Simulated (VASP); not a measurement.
# Tm3F (Pmmm) in VASP: relaxation of cell and atoms with PBE

Aim: the relaxation of cell and atoms of Tm3F with PBE.

Everything below comes from runs of VASP 6.6.1. Logs are shortened: lines on timing, memory, paths and dates and some standing lists are left out, and cuts for length are marked.

**1. The cell of the first run**

Symmetry: Pmmm, No. 47, orthorhombic system. Conventional cell: a = 3.190 Å, b = 4.460 Å, c = 6.252 Å, α = 90.00°, β = 90.00°, γ = 90.00°. Tm (site symmetry mmm) has 2 F at 3.13 Å and 10 Tm at 3.17 to 3.19 Å within 4.1 Å. Within 4.1 Å of Tm (site symmetry mm2) lie 8 Tm at 3.08 to 3.19 Å and 4 F at 3.14 Å. F (site symmetry mmm) has 10 Tm at 3.13 to 3.14 Å and 2 F at 3.19 Å within 4.1 Å.

The cell was generated, and may not be a known phase.

**2. Relaxation of cell and atoms, PBE**

The input, INCAR:

```
PREC = Accurate
ENCUT = 600
EDIFF = 1E-7
ISMEAR = 0
SIGMA = 0.1
LREAL = False
LASPH = True
NELM = 200
ALGO = Normal
ISIF = 3
LWAVE = False
LCHARG = False
GGA = PE
IBRION = 2
NSW = 90
EDIFFG = -0.04
GGA_COMPAT = False
NELMIN = 4
LMAXMIX = 6
```

The input, KPOINTS:

```
Automatic mesh
0
Gamma
  6 4 4
```

The input, POSCAR:

```
Tm3F
1.0
    3.1903175300      0.0000000000      0.0000000000
    0.0000000000      4.4603167300      0.0000000000
    0.0000000000      0.0000000000      6.2520213900
Tm F
3 1
Direct
    0.0000000000      0.0000000000      0.5000000000
    0.5000000000      0.5000000000      0.7539245500
    0.5000000000      0.5000000000      0.2460754500
    0.0000000000      0.0000000000      0.0000000000
```

Potentials or basis: VASP PAW PBE potentials, release 64 (Tm_3, F), 4f in core.

The run is started by

```
cat potpaw_PBE.64/Tm_3/POTCAR potpaw_PBE.64/F/POTCAR > POTCAR
mpirun -np 1 vasp_std > vasp.out
```

OUTCAR:

```text
PREC = Accurate
   ENCUT = 600
   EDIFF = 1E-7
   ISMEAR = 0
   LREAL = False
   LASPH = True
   NELM = 200
   ISIF = 3
   GGA = PE
   IBRION = 2
   NSW = 90
   EDIFFG = -0.04
   NELMIN = 4

 ion  position               nearest neighbor table
   1  0.000  0.000  0.500-   2 3.17   3 3.17   2 3.17   3 3.17   2 3.17   3 3.17   2 3.17   3 3.17

   2  0.500  0.500  0.754-   3 3.08   1 3.17   1 3.17   1 3.17   1 3.17   3 3.18
   3  0.500  0.500  0.246-   2 3.08   1 3.17   1 3.17   1 3.17   1 3.17   2 3.18
   4  0.000  0.000  0.000-

  LATTYP: Found a simple orthorhombic cell.
 ALAT       =     3.1903175300
 B/A-ratio  =     1.3980792470
 C/A-ratio  =     1.9596862479

  Lattice vectors:

 A1 = (   3.1903175300,   0.0000000000,   0.0000000000)
 A2 = (   0.0000000000,   4.4603167300,   0.0000000000)
 A3 = (   0.0000000000,   0.0000000000,   6.2520213900)

Analysis of symmetry for initial positions (statically):
=====================================================================
 Subroutine PRICEL returns:
 Original cell was already a primitive cell.

 Routine SETGRP: Setting up the symmetry group for a
 simple orthorhombic supercell.

 Subroutine GETGRP returns: Found  8 space group operations
 (whereof  8 operations were pure point group operations)
 out of a pool of  8 trial point group operations.

The static configuration has the point symmetry D_2h.

Analysis of symmetry for dynamics (positions and initial velocities):
=====================================================================
 Subroutine PRICEL returns:
 Original cell was already a primitive cell.

 Routine SETGRP: Setting up the symmetry group for a
 simple orthorhombic supercell.

 Subroutine GETGRP returns: Found  8 space group operations
 (whereof  8 operations were pure point group operations)
 out of a pool of  8 trial point group operations.

The dynamic configuration has the point symmetry D_2h.

 Subroutine INISYM returns: Found  8 space group operations
 (whereof  8 operations are pure point group operations),
 and found     1 'primitive' translations

----------------------------------------------------------------------------------------

                                     Primitive cell

  volume of cell :      88.9652

  direct lattice vectors                    reciprocal lattice vectors
     3.190317530  0.000000000  0.000000000     0.313448423  0.000000000  0.000000000
     0.000000000  4.460316730  0.000000000     0.000000000  0.224199325  0.000000000
[... 85 lines left out ...]
   LSORBIT =      F    spin-orbit coupling
   LASPH  =      T    aspherical Exc in radial PAW
   ENCUT  =  600.0 eV  44.10 Ry    6.64 a.u.   6.37  8.91 12.49*2*pi/ulx,y,z
   NELM   =    200;   NELMIN=  4; NELMDL= -5     # of ELM steps
   EDIFF  = 0.1E-06   stopping-criterion for ELM
   LREAL  =      F    real-space projection
   EDIFFG = -.4E-01   stopping-criterion for IOM
   NSW    =     90    number of steps for IOM
   IBRION =      2    ionic relax: 0-MD 1-quasi-New 2-CG
   NFREE  =      1    steps in history (QN), initial steepest desc. (CG)
   ISIF   =      3    stress and relaxation
   ISYM   =      2    0-nonsym 1-usesym 2-fastsym
   POTIM  = 0.5000    time-step for ionic-motion
   TEBEG  =    0.0;   TEEND  =   0.0 temperature during run
   PSTRESS=    0.0 pullay stress
   NELECT =      34.0000    total number of electrons
   NUPDOWN=      -1.0000    fix difference up-down
   EMIN   =  10.00;   EMAX   =-10.00  energy-range for DOS
   EFERMI =   0.00;   METHOD = LEGACY
   ISMEAR =     0;   SIGMA  =   0.10  broadening in eV -4-tet -1-fermi 0-gaus
   EFERMI_NEDOS =   21; number of points for ismear=-14 and -15
   IALGO  =     38    algorithm
   IMIX   =      4    mixing-type and parameters
     AMIX     =   0.40;   BMIX     =  1.00
     AMIX_MAG =   1.60;   BMIX_MAG =  1.00
  volume/ion in A,a.u.               =      22.24       150.09
  Fermi-wavevector in a.u.,A,eV,Ry     =   1.188031  2.245053 19.203504  1.411418
  Thomas-Fermi vector in A             =   2.324169
   LORBIT       =      0    0 simple, 1 ext, 2 COOP (PROOUT), +10 PAW based schemes
   GGA     = PE    functional components
   LHFCALC =     F    Hartree Fock is set to
   AEXX    =    0.0000 exact exchange contribution
   IVDW    =     0    specifies the selected vdW correction
   LEPSILON=     F    determine dielectric tensor
   LRPA    =     F    only Hartree local field effects (RPA)
 conjugate gradient relaxation of ions
 non-spin polarized calculation
 Gauss-broadening in eV      SIGMA  =   0.10
  energy-cutoff  :      600.00
  volume of cell :       88.97
 maximum number of plane-waves:      2988
 NGX is ok and might be reduce to    28
   NGX = 13   NGY = 17   NGZ = 25

--------------------------------------- Ionic step        1  -------------------------------------------

 number of electron      34.0000001 magnetization

 Free energy of the ion-electron system (eV)
  ---------------------------------------------------
  ext. energy  EPLUGINS =         0.00000000
  ---------------------------------------------------
  free energy    TOTEN  =       -16.39896451 eV

  energy without entropy =      -16.37599724  energy(sigma->0) =      -16.38748087

------------------------ aborting loop because EDIFF is reached ----------------------------------------

  FORCE on cell =-STRESS in cart. coord.  units (eV):
  Direction    XX          YY          ZZ          XY          YZ          ZX
  --------------------------------------------------------------------------------------
  -------------------------------------------------------------------------------------
  Total        6.2486255      1.9803114      4.1416526     -0.0000000      0.0000000      0.0000000
  in kB      112.5317348     35.6635031     74.5871796     -0.0000000      0.0000000      0.0000000
  external PRESSURE =      74.2608058 kB  Pullay stress =       0.0000000 kB
[... 1266 lines left out ...]
     20       4.6985      0.00000
     21       5.0273      0.00000

 [... further k-points ...]

[... ionic steps 4 to 25 ...]

--------------------------------------- Ionic step       26  -------------------------------------------

 number of electron      34.0000022 magnetization

------------------------ aborting loop because EDIFF is reached ----------------------------------------
[... 71 lines left out ...]
--------------------------------------- Ionic step       28  -------------------------------------------

 number of electron      33.9999999 magnetization

 Free energy of the ion-electron system (eV)
  ---------------------------------------------------
  ext. energy  EPLUGINS =         0.00000000
  ---------------------------------------------------
  free energy    TOTEN  =       -18.30160008 eV

  energy without entropy =      -18.27449621  energy(sigma->0) =      -18.28804814

 E-fermi :   3.5839     XC(G=0): -10.1092

 val. band max:        3.5832744761   @ k =   0.3333   0.2500   0.5000
 cond. band min:       3.6100251573   @ k =   0.1667   0.0000   0.5000
 fundamental gap:      0.0267506811
 Fermi energy:         3.5839094153
[... 607 lines left out ...]
  FREE ENERGIE OF THE ION-ELECTRON SYSTEM (eV)
  ---------------------------------------------------
  free  energy   TOTEN  =       -18.3016000813 eV

  energy  without entropy=      -18.2744962080  energy(sigma->0) =      -18.28804814

 reached required accuracy - stopping structural energy minimisation
```

It took 19 min on 1 thread of AMD EPYC 9R45 (Zen 5), shared host; peak memory 0.25 GiB.

What came out:

```
Free energy                           : -18.3016 eV
Relaxed volume                        : 23.43 Å³/atom
Relaxed cell                          : a = 3.330 Å, b = 3.337 Å, c = 8.437 Å, α = 90.00°, β = 90.00°, γ = 90.00°
Space group after relaxing (to 0.1 Å) : P4/mmm (No. 123)
Energy gained by relaxing             : 475.7 meV/atom
Ionic steps                           : 28
Pressure after relaxing               : 0.0 GPa
Largest force after relaxing          : 0.020 eV/Å
Band gap on the k mesh                : zero (bands 17 and 18 overlap by 0.84 eV)
```

Forces on the atoms (eV/Å):
```
Tm   0.000  0.000  0.000
Tm   0.000  0.000  0.020
Tm   0.000  0.000 -0.020
F    0.000  0.000  0.000
```

The path:
```tsv
step	energy change (eV)	largest force (eV/Å)	pressure (GPa)	volume (Å³)
1	0.0000	0.4541	7.43	88.97
2	-0.4057	0.2237	0.41	102.85
3	-0.4155	0.3480	-1.01	106.89
4	-0.4167	0.3223	-0.71	105.98
5	-0.4933	0.1516	-0.59	105.90
6	-0.6085	0.3788	-0.06	105.19
7	-0.5069	1.1833	1.62	101.55
8	-0.6315	0.6398	0.28	104.61
9	-0.7006	0.6148	-0.18	104.96
10	-0.8046	0.6835	-1.16	105.23
11	-0.8947	0.7583	-1.03	104.20
12	-1.0939	0.9252	-0.38	100.45
13	-0.4021	0.4486	1.10	90.18
14	-1.1447	0.9584	-0.42	99.39
15	-1.0662	0.7288	0.21	95.12
16	-1.1691	0.9544	-0.27	98.10
17	-1.3020	0.8158	-0.51	97.33
18	-1.4779	0.4821	-0.98	95.60
19	-1.3216	0.0440	-1.31	91.39
20	-1.5098	0.3075	-1.19	94.70
21	-1.6514	0.3008	-0.74	93.94
22	-1.8603	0.2197	1.11	91.38
23	-1.8693	0.1912	1.64	90.68
24	-1.8691	0.1839	1.77	90.50
25	-1.8882	0.1196	0.85	92.01
26	-1.8981	0.0364	-0.36	94.14
27	-1.9013	0.0291	-0.18	93.96
28	-1.9026	0.0204	0.03	93.73
```

Final structure:
```yaml
crystal:
  lattice:
    - [3.32960, 0.00000, 0.00000]
    - [0.00000, 3.33670, 0.00000]
    - [0.00000, 0.00000, 8.43674]
  atoms:
    - { symbol: Tm, position: [0.00000, 0.00000, 0.50000] }
    - { symbol: Tm, position: [0.50000, 0.50000, 0.79151] }
    - { symbol: Tm, position: [0.50000, 0.50000, 0.20849] }
    - { symbol: F, position: [0.00000, 0.00000, 0.00000] }
```

Levels at points of the mesh, in eV from the Fermi level:
| k point | band 13 | band 14 | band 15 | band 16 | band 17 | band 18 | band 19 | band 20 | band 21 |
| --- | --- | --- | --- | --- | --- | --- | --- | --- | --- |
| (0.00, 0.00, 0.00) | -6.16 | -5.30 | -2.31 | -2.30 | -0.99 | -0.19 | -0.08 | 1.11 | 2.16 |
| (0.50, 0.00, 0.00) | -6.08 | -2.36 | -1.98 | -1.30 | 0.26 | 0.37 | 1.00 | 1.25 | 1.30 |
| (0.00, 0.50, 0.00) | -6.09 | -2.35 | -1.99 | -1.32 | 0.25 | 0.37 | 1.00 | 1.24 | 1.33 |
| (0.50, 0.50, 0.00) | -6.54 | -1.87 | -1.64 | -0.58 | -0.56 | -0.02 | 0.77 | 0.80 | 1.84 |
| (0.00, 0.00, 0.50) | -6.16 | -4.59 | -3.75 | -1.60 | -0.83 | -0.48 | -0.17 | 1.29 | 2.53 |
| (0.50, 0.00, 0.50) | -6.08 | -2.28 | -1.80 | -1.45 | -0.11 | 0.69 | 0.72 | 1.31 | 1.49 |
| (0.00, 0.50, 0.50) | -6.09 | -2.26 | -1.82 | -1.47 | -0.09 | 0.67 | 0.71 | 1.33 | 1.48 |
| (0.50, 0.50, 0.50) | -6.55 | -1.56 | -0.94 | -0.88 | -0.60 | -0.58 | 0.57 | 0.88 | 0.91 |

Caveat: a cell axis changed by over 15 % at a fixed basis, so the end point is rough; spin-orbit coupling is left out, which moves the levels of the heavy elements; the 4f electrons are frozen in the core, so they carry no moment and show no levels; the run has no spin polarisation, though such a crystal can be magnetic. Spin polarisation is off, so any magnetic state and its effect on volume and gap are missing.

The gap in the log of VASP goes by the Fermi energy; the results here count the filled bands.